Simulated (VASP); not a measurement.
# Ge (Imma) in VASP: notebook

The runs below take Ge through single point, with PBE.

Program: VASP 6.6.1. These are calculated values, not measurements. Logs are shortened: lines on timing, memory, paths and dates and some standing lists are left out, and cuts for length are marked.

## Step 1: The cell of the first run

Symmetry: Imma, No. 74, orthorhombic system. Conventional cell: a = 4.992 Å, b = 5.302 Å, c = 2.874 Å, α = 90.00°, β = 90.00°, γ = 90.00°. Within 3.5 Å of Ge (site symmetry mm2) lie 8 Ge at 2.68 to 3.08 Å.

## Step 2: Single point, PBE

Contents of INCAR:

```
  ALGO = Normal
  EDIFF = 1E-6
  ENCUT = 500
  GGA = PE
  GGA_COMPAT = F
  ISIF = 2
  ISMEAR = 0
  LASPH = T
  LCHARG = T
  LELF = T
  LREAL = F
  LVHAR = T
  LWAVE = F
  NBANDS = 21
  NELM = 120
  PREC = Accurate
  SIGMA = 0.1
```

Contents of KPOINTS:

```
k-points
0
Gamma
  4 5 3
```

Contents of POSCAR:

```
Ge
1.0
   -2.4958980000      2.6508630000      1.4369470000
    2.4958980000     -2.6508630000      1.4369470000
    2.4958980000      2.6508630000     -1.4369470000
Ge
2
Direct
    0.1859430000      0.9359430000      0.2500000000
    0.8140570000      0.0640570000      0.7500000000
```

Potentials or basis: VASP PAW PBE potentials, release 64 (Ge_d).

The run is started by

```bash
> cat potpaw_PBE.64/Ge_d/POTCAR > POTCAR
> mpirun -np 1 vasp_std > vasp.out
```

OUTCAR:

```text
EDIFF = 1E-6
   ENCUT = 500
   GGA = PE
   ISIF = 2
   ISMEAR = 0
   LASPH = T
   LREAL = F
   NELM = 120
   PREC = Accurate

 ion  position               nearest neighbor table
   1  0.186  0.936  0.250-   2 2.68   2 2.68   2 2.72   2 2.72
   2  0.814  0.064  0.750-   1 2.68   1 2.68   1 2.72   1 2.72

  LATTYP: Found a body centered orthorhombic cell.
 ALAT       =     2.8738940000
 B/A-ratio  =     1.7369450648
 C/A-ratio  =     1.8447882907

  Lattice vectors:

 A1 = (   2.4958980000,  -2.6508630000,   1.4369470000)
 A2 = (  -2.4958980000,  -2.6508630000,  -1.4369470000)
 A3 = (   2.4958980000,   2.6508630000,  -1.4369470000)

Analysis of symmetry for initial positions (statically):
=====================================================================
 Subroutine PRICEL returns:
 Original cell was already a primitive cell.

 Routine SETGRP: Setting up the symmetry group for a
 body centered orthorhombic supercell.

 Subroutine GETGRP returns: Found  8 space group operations
 (whereof  4 operations were pure point group operations)
 out of a pool of  8 trial point group operations.

The static configuration has the point symmetry C_2h.
 The point group associated with its full space group is D_2h.

Analysis of symmetry for dynamics (positions and initial velocities):
=====================================================================
 Subroutine PRICEL returns:
 Original cell was already a primitive cell.

 Routine SETGRP: Setting up the symmetry group for a
 body centered orthorhombic supercell.

 Subroutine GETGRP returns: Found  8 space group operations
 (whereof  4 operations were pure point group operations)
 out of a pool of  8 trial point group operations.

The dynamic configuration has the point symmetry C_2h.
 The point group associated with its full space group is D_2h.

 Subroutine INISYM returns: Found  8 space group operations
 (whereof  4 operations are pure point group operations),
 and found     1 'primitive' translations

----------------------------------------------------------------------------------------

                                     Primitive cell

  volume of cell :      38.0290

  direct lattice vectors                    reciprocal lattice vectors
    -2.495898000  2.650863000  1.436947000     0.000000000  0.188617820  0.347959946
     2.495898000 -2.650863000  1.436947000     0.200328699  0.000000000  0.347959946
     2.495898000  2.650863000 -1.436947000     0.200328699  0.188617820  0.000000000

  length of vectors
     3.914255760  3.914255760  3.914255760     0.395793893  0.401506801  0.275151358

  position of ions in fractional coordinates (direct lattice)
     0.185943000  0.935943000  0.250000000
     0.814057000  0.064057000  0.750000000

  ion indices of the primitive-cell ions
   primitive index   ion index
                 1           1
                 2           2

----------------------------------------------------------------------------------------

 KPOINTS: k-points

Automatic generation of k-mesh.
 Grid dimensions read from file:
 generate k-points for:    4    5    3

 Generating k-lattice:

  Cartesian coordinates                     Fractional coordinates (reciprocal lattice)
     0.000000000  0.047154455  0.086989986     0.250000000  0.000000000  0.000000000
     0.040065740  0.000000000  0.069591989     0.000000000  0.200000000  0.000000000
     0.066776233  0.062872607  0.000000000     0.000000000  0.000000000  0.333333333

  Length of vectors
     0.098948473  0.080301360  0.091717119

  Shift w.r.t. Gamma in fractional coordinates (k-lattice)
     0.000000000  0.000000000  0.000000000

 -----------------------------------------------------------------------------
|                                                                             |
|           W    W    AA    RRRRR   N    N  II  N    N   GGGG   !!!           |
|           W    W   A  A   R    R  NN   N  II  NN   N  G    G  !!!           |
|           W    W  A    A  R    R  N N  N  II  N N  N  G       !!!           |
|           W WW W  AAAAAA  RRRRR   N  N N  II  N  N N  G  GGG   !            |
|           WW  WW  A    A  R   R   N   NN  II  N   NN  G    G                |
|           W    W  A    A  R    R  N    N  II  N    N   GGGG   !!!           |
|                                                                             |
|     Your reciprocal lattice and k-lattice belong to different lattice       |
|     classes:                                                                |
|                                                                             |
|        The reciprocal lattice is face-centered orthorhombic,                |
|        whereas your k-lattice is triclinic.                                 |
|                                                                             |
|     Results are often still useful ...                                      |
|                                                                             |
 -----------------------------------------------------------------------------

 WARNING: IBZKPT: internal override: KBLOWUP is changed to .FALSE.
      ... skipping the blow-up phase ...

 Subroutine IBZKPT returns following result:
 ===========================================

 Found     31 irreducible k-points:

 Following reciprocal coordinates:
            Coordinates               Weight
  0.000000  0.000000  0.000000      1.000000
  0.250000  0.000000 -0.000000      2.000000
  0.500000  0.000000 -0.000000      1.000000
  0.000000  0.200000 -0.000000      2.000000
  0.250000  0.200000 -0.000000      2.000000
  0.500000  0.200000 -0.000000      2.000000
[... 16 lines left out ...]
 -0.250000  0.400000  0.333333      2.000000
 -0.000000 -0.400000  0.333333      2.000000
 [... further k-points ...]
   k-points           NKPTS =     31   k-points in BZ     NKDIM =     31   number of bands    NBANDS=     21
   number of dos      NEDOS =    301   number of ions     NIONS =      2
   total plane-waves  NPLWV =  27000
   dimension x,y,z NGX =    30 NGY =   30 NGZ =   30
   dimension x,y,z NGXF=    60 NGYF=   60 NGZF=   60
   ions per type =               2
   NGX,Y,Z   is equivalent  to a cutoff of  12.74, 12.74, 12.74 a.u.
   NGXF,Y,Z  is equivalent  to a cutoff of  25.48, 25.48, 25.48 a.u.
 SYSTEM =  unknown system
   PREC   = accura    normal or accurate (medium, high low for compatibility)
   ISTART =      0    job   : 0-new  1-cont  2-samecut
   ICHARG =      2    charge: 1-file 2-atom 10-const
   ISPIN  =      1    spin polarized calculation?
   LNONCOLLINEAR =      F non collinear calculations
   LSORBIT =      F    spin-orbit coupling
   LASPH  =      T    aspherical Exc in radial PAW
   ENCUT  =  500.0 eV  36.75 Ry    6.06 a.u.   7.14  7.14  7.14*2*pi/ulx,y,z
   NELM   =    120;   NELMIN=  2; NELMDL= -5     # of ELM steps
   EDIFF  = 0.1E-05   stopping-criterion for ELM
   LREAL  =      F    real-space projection
   EDIFFG = 0.1E-04   stopping-criterion for IOM
   NSW    =      0    number of steps for IOM
   IBRION =     -1    ionic relax: 0-MD 1-quasi-New 2-CG
   NFREE  =      0    steps in history (QN), initial steepest desc. (CG)
   ISIF   =      2    stress and relaxation
   ISYM   =      2    0-nonsym 1-usesym 2-fastsym
   POTIM  = 0.5000    time-step for ionic-motion
   TEBEG  =    0.0;   TEEND  =   0.0 temperature during run
   PSTRESS=    0.0 pullay stress
   NELECT =      28.0000    total number of electrons
   NUPDOWN=      -1.0000    fix difference up-down
   EMIN   =  10.00;   EMAX   =-10.00  energy-range for DOS
   EFERMI =   0.00;   METHOD = LEGACY
   ISMEAR =     0;   SIGMA  =   0.10  broadening in eV -4-tet -1-fermi 0-gaus
   EFERMI_NEDOS =   21; number of points for ismear=-14 and -15
   IALGO  =     38    algorithm
   IMIX   =      4    mixing-type and parameters
     AMIX     =   0.40;   BMIX     =  1.00
     AMIX_MAG =   1.60;   BMIX_MAG =  1.00
  volume/ion in A,a.u.               =      19.01       128.32
  Fermi-wavevector in a.u.,A,eV,Ry     =   1.478277  2.793539 29.732860  2.185304
  Thomas-Fermi vector in A             =   2.592578
   LORBIT       =      0    0 simple, 1 ext, 2 COOP (PROOUT), +10 PAW based schemes
   GGA     = PE    functional components
   LHFCALC =     F    Hartree Fock is set to
   AEXX    =    0.0000 exact exchange contribution
   IVDW    =     0    specifies the selected vdW correction
   LEPSILON=     F    determine dielectric tensor
   LRPA    =     F    only Hartree local field effects (RPA)
 non-spin polarized calculation
 Gauss-broadening in eV      SIGMA  =   0.10
  energy-cutoff  :      500.00
  volume of cell :       38.03
 maximum number of plane-waves:       975
 NGX is ok and might be reduce to    30
   NGX = 15   NGY = 15   NGZ = 15

 number of electron      28.0000014 magnetization

 Free energy of the ion-electron system (eV)
  ---------------------------------------------------
  ext. energy  EPLUGINS =         0.00000000
  ---------------------------------------------------
  free energy    TOTEN  =        -8.50662308 eV

  energy without entropy =       -8.49755799  energy(sigma->0) =       -8.50209054

 E-fermi :   6.7051     XC(G=0): -11.1874

 val. band max:        6.6983282125   @ k =  -0.2500   0.2000   0.3333
 cond. band min:       6.7300426889   @ k =   0.0000   0.2000   0.3333
 fundamental gap:      0.0317144764
 Fermi energy:         6.7050553097

 k-point     1 :       0.0000    0.0000    0.0000
  band No.  band energies     occupation
      1     -18.2055      2.00000
      2     -18.1376      2.00000
      3     -18.1371      2.00000
      4     -18.1276      2.00000
      5     -18.1015      2.00000
      6     -18.0551      2.00000
[... 13 lines left out ...]
     20      17.2524      0.00000
     21      19.1741      0.00000

 k-point     2 :       0.2500    0.0000   -0.0000
  band No.  band energies     occupation
      1     -18.1666      2.00000
      2     -18.1124      2.00000
      3     -18.0983      2.00000
      4     -18.0952      2.00000
      5     -18.0709      2.00000
      6     -18.0593      2.00000
[... 13 lines left out ...]
     20      14.7642      0.00000
     21      19.0278      0.00000
[... 487 lines left out ...]
      5     -18.0527      2.00000
      6     -18.0446      2.00000
[... 13 lines left out ...]
     20      19.2535      0.00000
     21      21.1868      0.00000

 k-point    24 :      -0.0000   -0.4000    0.3333
  band No.  band energies     occupation
      1     -18.1426      2.00000
      2     -18.1112      2.00000
      3     -18.0912      2.00000
      4     -18.0825      2.00000
      5     -18.0663      2.00000
      6     -18.0549      2.00000
[... 13 lines left out ...]
     20      15.4334      0.00000
     21      20.0281      0.00000

 [... further k-points ...]
[... 5 lines left out ...]
  --------------------------------------------------------------------------------------
  -------------------------------------------------------------------------------------
  Total        1.0614527      0.8469170     -0.8026665      0.0000000     -0.0000000      0.0000000
  in kB       44.7194409     35.6809638    -33.8166707      0.0000000     -0.0000000      0.0000000
  external PRESSURE =      15.5279113 kB  Pullay stress =       0.0000000 kB

 VOLUME and BASIS-vectors are now :
 -----------------------------------------------------------------------------
  energy-cutoff  :      500.00
  volume of cell :       38.03
      direct lattice vectors                 reciprocal lattice vectors
    -2.495898000  2.650863000  1.436947000     0.000000000  0.188617820  0.347959946
     2.495898000 -2.650863000  1.436947000     0.200328699  0.000000000  0.347959946
     2.495898000  2.650863000 -1.436947000     0.200328699  0.188617820  0.000000000

 POSITION                                       TOTAL-FORCE (eV/Angst)
 -----------------------------------------------------------------------------------
      2.49590     -1.32543      1.25285        -0.000000      0.000000     -0.066130
      0.00000      3.97629      0.18409         0.000000     -0.000000      0.066130
 -----------------------------------------------------------------------------------
    total drift:                                0.000000      0.000000     -0.000000

  FREE ENERGIE OF THE ION-ELECTRON SYSTEM (eV)
  ---------------------------------------------------
  free  energy   TOTEN  =        -8.5066230846 eV

  energy  without entropy=       -8.4975579928  energy(sigma->0) =       -8.50209054
```

Wall time 18 s (1 thread of Intel Xeon Platinum 8488C (Sapphire Rapids), shared host); peak memory 0.16 GiB.

What came out:

- Free energy: -8.5066 eV
- Pressure: 1.6 GPa
- Largest force: 0.066 eV/Å
- Band gap on the k mesh: zero (band 14 reaches 8.45 eV, above the bottom of band 15 at 3.69 eV)

Forces on the atoms (eV/Å):
```
Ge   0.000  0.000 -0.066
Ge   0.000  0.000  0.066
```

Caveat: the k points lie up to 0.62 Å⁻¹ apart.

## Step 3: Single point, PBE

This run uses another cell than the first one, of 15.61 Å³/atom, 0.821 times its volume.

Contents of INCAR:

```
SYSTEM = Ge
ALGO     = Normal         ! electronic algorithm
EDIFF    = 1E-6           ! SCF threshold, eV
ENCUT    = 500            ! plane-wave cutoff, eV
GGA      = PE             ! functional
GGA_COMPAT= .FALSE.      
ISIF     = 2              ! what is computed and relaxed
ISMEAR   = 0              ! smearing method
LASPH    = .TRUE.         ! aspherical terms in the spheres
LCHARG   = .FALSE.        ! write CHGCAR
LREAL    = .FALSE.        ! projectors in reciprocal space
LWAVE    = .FALSE.        ! write WAVECAR
NBANDS   = 21             ! bands
NELM     = 120            ! most SCF steps
PREC     = Accurate       ! precision mode
SIGMA    = 0.1            ! smearing width, eV
```

Contents of KPOINTS:

```
k-points
0
G
  6 6 6
  0 0 0
```

Contents of POSCAR:

```
Ge
1.0
   -2.3370852371      2.4821898904      1.3455147687
    2.3370852371     -2.4821898904      1.3455147687
    2.3370852371      2.4821898904     -1.3455147687
Ge
2
Direct
    0.1859430000      0.9359430000      0.2500000000
    0.8140570000      0.0640570000      0.7500000000
```

Potentials or basis: VASP PAW PBE potentials, release 64 (Ge_d).

The run is started by

```bash
> cat potpaw_PBE.64/Ge_d/POTCAR > POTCAR
> mpirun -np 1 vasp_std > vasp.out
```

Run time: 24 s. Hardware: 1 thread of Intel Xeon Platinum 8488C (Sapphire Rapids), shared host; peak memory 0.16 GiB.

Results (log left out):

- Free energy: -8.0790 eV
- Pressure: 24.7 GPa
- Largest force: 0.031 eV/Å
- Band gap on the k mesh: zero (band 14 reaches 11.25 eV, above the bottom of band 15 at 4.46 eV)

Forces in eV/Å, atoms in the order of the input:
```
Ge   0.000  0.000 -0.031
Ge   0.000  0.000  0.031
```

Stress tensor (GPa, compression positive):
```
26.30  0.00  0.00
 0.00 28.86  0.00
 0.00  0.00 18.82
```

Levels at points of the mesh, in eV from the Fermi level:
```tsv
k point	band 11	band 12	band 13	band 14	band 15	band 16	band 17	band 18
(0.00, 0.00, 0.00)	-15.26	-3.36	-3.30	-2.76	2.69	7.82	8.37	9.26
(0.50, 0.00, 0.00)	-9.01	-8.15	-2.23	-2.20	-1.47	0.88	3.65	4.93
(0.00, 0.50, 0.00)	-9.04	-7.39	-3.23	-3.20	-2.62	2.41	4.37	7.49
(0.50, 0.50, 0.00)	-12.03	-12.03	0.27	0.27	2.57	2.57	7.61	7.61
(0.50, 0.50, 0.50)	-10.17	-9.07	-7.58	-7.27	4.73	7.34	12.79	13.74
```

Caveat: the k points lie up to 0.45 Å⁻¹ apart.

## Step 4: Single point, PBE

This run uses another cell than the first one, of 15.40 Å³/atom, 0.810 times its volume.

Contents of INCAR:

```
SYSTEM = Ge
  PREC = Accurate
  ENCUT = 500
  EDIFF = 1E-6
  ISMEAR = 0
  SIGMA = 0.1
  LREAL = .False.
  LASPH = .True.
  NELM = 120
  ALGO = Normal
  ISIF = 2
  LWAVE = .False.
  LCHARG = .False.
  GGA = PE
  NBANDS = 21
  GGA_COMPAT = .False.
```

Contents of KPOINTS:

```
regular mesh
0
Gamma
  5 5 4
  0 0 0
```

Contents of POSCAR:

```
Ge
1.0
   -2.3266006191      2.4710543047      1.3394785283
    2.3266006191     -2.4710543047      1.3394785283
    2.3266006191      2.4710543047     -1.3394785283
Ge
2
Direct
    0.1859430000      0.9359430000      0.2500000000
    0.8140570000      0.0640570000      0.7500000000
```

The run is started by

```bash
> cat potpaw_PBE.64/Ge_d/POTCAR > POTCAR
> mpirun -np 1 vasp_std > vasp.out
```

It took 19 s on 1 thread of Intel Xeon Platinum 8488C (Sapphire Rapids), shared host; peak memory 0.16 GiB.

The run converged. Its results:

```yaml
Free_energy: -7.9844 eV
Pressure: 26.7 GPa
Largest_force: 0.095 eV/Å
Band_gap_on_the_k_mesh: zero (band 14 reaches 10.93 eV, above the bottom of band 15 at 6.06 eV)
```

Forces in eV/Å, atoms in the order of the input:
```
Ge   0.000  0.000  0.095
Ge   0.000  0.000 -0.095
```

Stress tensor (GPa, compression positive):
```
29.18  0.00  0.00
 0.00 21.84  0.00
 0.00  0.00 29.06
```

Levels at points of the mesh, in eV from the Fermi level:
```tsv
k point	band 10	band 11	band 12	band 13	band 14	band 15	band 16	band 17	band 18	band 19
(0.00, 0.00, 0.00)	-24.61	-15.18	-3.13	-3.08	-2.58	2.88	8.13	8.70	9.62	9.95
(0.00, 0.00, 0.50)	-24.78	-11.91	-11.91	0.49	0.49	2.83	2.83	7.92	7.92	11.73
```

Caveat: the k points lie up to 0.54 Å⁻¹ apart.

## Step 5: Overview

```tsv
cell	k mesh	gap on the mesh (eV)	pressure (GPa)	largest force (eV/Å)
a = 3.914 Å, angles 100.8, 94.7, 136.9°, 2 atoms	4 × 5 × 3	none	1.6	0.07
a = 3.665 Å, angles 100.8, 94.7, 136.9°, 2 atoms	6 × 6 × 6	none	24.7	0.03
a = 3.649 Å, angles 100.8, 94.7, 136.9°, 2 atoms	5 × 5 × 4	none	26.7	0.09
```

Alike in all rows: task single point; level PBE; potentials or basis VASP PAW PBE potentials, release 64 (Ge_d); no spin polarisation; cutoff (eV) 500; smearing gaussian 0.1 eV.

Caveats: all runs use coarse meshes.

Absolute energies hang on the potentials; compare differences alone.
